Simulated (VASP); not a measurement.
# Ga (C2/c) in VASP: further runs, part 3 of 3

VASP 6.6.1. Earlier steps stand in the parts before.

## Step 6: Electric field gradients, PBE

This run uses another cell than the first one, of 18.54 Å³/atom.

File INCAR:

```
SYSTEM = Ga
  ALGO = Normal
  EDIFF = 1E-8
  ENCUT = 520
  GGA = PE
  ISIF = 2
  ISMEAR = -1
  LASPH = .TRUE.
  LCHARG = .FALSE.
  LEFG = .TRUE.
  LREAL = .FALSE.
  LWAVE = .FALSE.
  NBANDS = 20
  NELM = 100
  PREC = Accurate
  SIGMA = 0.03
```

File KPOINTS:

```
k-points
0
G
  14 14 11
  0 0 0
```

File POSCAR:

```
Ga
1.0
    1.3830000000     -4.0265000000      0.0000000000
    1.3830000000      4.0265000000      0.0000000000
   -0.1174500000      0.0000000000      3.3299300000
Ga
2
Direct
    0.8690000000      0.1310000000      0.2500000000
    0.1310000000      0.8690000000      0.7500000000
```

Potentials or basis: VASP PAW PBE potentials, release 64 (Ga_d).

Started as:

```console
$ cat potpaw_PBE.64/Ga_d/POTCAR > POTCAR
$ mpirun -np 1 vasp_std > vasp.out
```

OUTCAR:

```text
SYSTEM = Ga
   EDIFF = 1E-8
   ENCUT = 520
   GGA = PE
   ISIF = 2
   ISMEAR = -1
   LASPH = .TRUE.
   LREAL = .FALSE.
   NELM = 100
   PREC = Accurate

 ion  position               nearest neighbor table
   1  0.869  0.131  0.250-   2 2.69   2 2.69   2 2.86   2 2.86   2 2.92   2 2.92
   2  0.131  0.869  0.750-   1 2.69   1 2.69   1 2.86   1 2.86   1 2.92   1 2.92

  LATTYP: Found a base centered monoclinic cell.
 ALAT       =     2.7660000000
 B/A-ratio  =     2.9114244396
 C/A-ratio  =     1.2046278548
 COS(beta)  =    -0.0352490928

  Lattice vectors:

 A1 = (   1.3830000000,  -4.0265000000,   0.0000000000)
 A2 = (   1.3830000000,   4.0265000000,   0.0000000000)
 A3 = (  -0.1174500000,   0.0000000000,   3.3299300000)

Analysis of symmetry for initial positions (statically):
=====================================================================
 Subroutine PRICEL returns:
 Original cell was already a primitive cell.

[... 744 lines left out ...]
  volume of cell :       37.09
      direct lattice vectors                 reciprocal lattice vectors
     1.383000000 -4.026500000  0.000000000     0.361532899 -0.124177325  0.012751631
     1.383000000  4.026500000  0.000000000     0.361532899  0.124177325  0.012751631
    -0.117450000  0.000000000  3.329930000     0.000000000  0.000000000  0.300306613

 POSITION                                       TOTAL-FORCE (eV/Angst)
 -----------------------------------------------------------------------------------
      1.35364     -2.97156      0.83248         0.000000      0.189589      0.000000
      1.29491      2.97156      2.49745        -0.000000     -0.189589     -0.000000
 -----------------------------------------------------------------------------------
    total drift:                                0.000000      0.000000     -0.000000

  FREE ENERGIE OF THE ION-ELECTRON SYSTEM (eV)
  ---------------------------------------------------
  free  energy   TOTEN  =        -5.7717401429 eV

  energy  without entropy=       -5.7699855843  energy(sigma->0) =       -5.77086286

 Electric field gradients (V/A^2)
---------------------------------------------------------------------
 ion       V_xx      V_yy      V_zz      V_xy      V_xz      V_yz
---------------------------------------------------------------------
   1      -6.448   -18.160    24.608     0.000    -2.434     0.000
   2      -6.448   -18.160    24.608     0.000    -2.434     0.000
---------------------------------------------------------------------

 Electric field gradients after diagonalization (V/A^2)
 (convention: |V_zz| > |V_xx| > |V_yy|)
----------------------------------------------------------------------
 ion       V_xx      V_yy      V_zz     asymmetry (V_yy - V_xx)/ V_zz
----------------------------------------------------------------------
   1     -18.160    -6.638    24.798       0.465
   2     -18.160    -6.638    24.798       0.465
----------------------------------------------------------------------

           NMR quadrupolar parameters

 Cq : quadrupolar parameter    Cq=e*Q*V_zz/h
 eta: asymmetry parameters     (V_yy - V_xx)/ V_zz
 Q  : nuclear electric quadrupole moment in mb (millibarn)
----------------------------------------------------------------------
 ion       Cq(MHz)       eta       Q (mb)
----------------------------------------------------------------------
   1       0.060       0.465       1.000
   2       0.060       0.465       1.000
----------------------------------------------------------------------
```

It took 2.6 min on 1 thread of Intel Xeon 6975P-C (Granite Rapids), shared host; peak memory 0.44 GiB.

Results:

```
Free energy                             : -5.7717 eV
Pressure                                : 1.9 GPa
Largest force                           : 0.190 eV/Å
Band gap on the k mesh                  : zero (bands 13 and 14 overlap by 7.98 eV)
Largest electric field gradient by atom : Ga +24.8 V/Å²
```

Forces in eV/Å, atoms in the order of the input:
```
Ga   0.000  0.190  0.000
Ga   0.000 -0.190  0.000
```

Stress tensor (GPa, compression positive):
```
 1.89  0.00 -0.09
 0.00  2.03  0.00
-0.09  0.00  1.65
```

Levels at points of the mesh, in eV from the Fermi level:
| k point | band 10 | band 11 | band 12 | band 13 | band 14 | band 15 | band 16 | band 17 |
| --- | --- | --- | --- | --- | --- | --- | --- | --- |
| (0.00, 0.00, 0.00) | -14.64 | -11.23 | -2.10 | -1.63 | 1.63 | 5.43 | 9.69 | 10.18 |
| (0.50, 0.00, 0.00) | -14.66 | -6.06 | -5.03 | -1.35 | 0.00 | 5.78 | 6.58 | 8.45 |
| (0.50, 0.50, 0.00) | -14.70 | -9.11 | -8.60 | 3.99 | 4.57 | 5.81 | 6.04 | 7.55 |

Electric field gradients, principal values (V/Å²):
| atom | least | middle | greatest (by size) |
| --- | --- | --- | --- |
| 1 Ga | -6.638 | -18.160 | 24.798 |
| 2 Ga | -6.638 | -18.160 | 24.798 |

Caveat: without QUAD_EFG the Cq values of the log hold for a quadrupole moment of 1 mb, not for the nuclei.

## Step 7: Overview

| cell | gap on the mesh (eV) | pressure (GPa) | largest force (eV/Å) |
| --- | --- | --- | --- |
| a = 4.272, b = 4.272, c = 3.343 Å, angles 90.7, 90.7, 142.1°, 2 atoms | none | 1.3 | 0.18 |
| a = 4.257, b = 4.257, c = 3.365 Å, angles 90.6, 90.6, 142.1°, 2 atoms | none | 1.3 | 0.17 |
| a = 4.313, b = 4.313, c = 3.376 Å, angles 90.7, 90.7, 142.1°, 2 atoms | none | -0.2 | 0.17 |
| a = 4.327, b = 4.327, c = 3.387 Å, angles 90.7, 90.7, 142.1°, 2 atoms | none | -0.6 | 0.16 |
| a = 4.257, b = 4.257, c = 3.332 Å, angles 90.7, 90.7, 142.1°, 2 atoms | none | 1.9 | 0.19 |

Alike in all rows: task electric field gradients; level PBE; potentials or basis VASP PAW PBE potentials, release 64 (Ga_d); no spin polarisation; k mesh 14 × 14 × 11; cutoff (eV) 520; smearing fermi-dirac 0.03 eV.

Absolute energies hang on the potentials; compare differences alone.
